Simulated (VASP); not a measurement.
A run of VASP 6.6.1 is set up as follows.

The input INCAR:

```
SYSTEM = InP
PREC = Accurate ; ENCUT = 600
EDIFF = 1E-7 ; ISMEAR = 0
SIGMA = 0.1 ; LREAL = .False.
LASPH = .True. ; NELM = 80
ALGO = Normal ; ISIF = 3
LWAVE = .False. ; LCHARG = .False.
GGA = PE ; IBRION = 2
NSW = 100 ; EDIFFG = -0.005
```

The input KPOINTS:

```
Automatic mesh
0
Gamma
  14 14 14
  0 0 0
```

The input POSCAR:

```
InP
1.0
    0.0000000000      2.7684979520      2.7684979520
    2.7684979520      0.0000000000      2.7684979520
    2.7684979520      2.7684979520      0.0000000000
In P
1 1
Direct
    0.0000000000      0.0000000000      0.0000000000
    0.5000000000      0.5000000000      0.5000000000
```

Potentials or basis: VASP PAW PBE potentials, release 64 (In_d, P).

Command:

```sh
$ cat potpaw_PBE.64/In_d/POTCAR potpaw_PBE.64/P/POTCAR > POTCAR
$ mpirun -np 1 vasp_std > vasp.out
```

What does it give for the space group after relaxing (to 0.1 Å)?

Fm-3m (No. 225).

Predict the relaxed cell.

a = 3.918 Å, b = 3.918 Å, c = 3.918 Å, α = 60.00°, β = 60.00°, γ = 60.00°.

Final structure:
```xyz
2
Lattice="0.0000 2.7702 2.7702 2.7702 0.0000 2.7702 2.7702 2.7702 0.0000" Properties=species:S:1:pos:R:3 pbc="T T T"
In    0.0000    0.0000    0.0000
P     2.7702    2.7702    2.7702
```
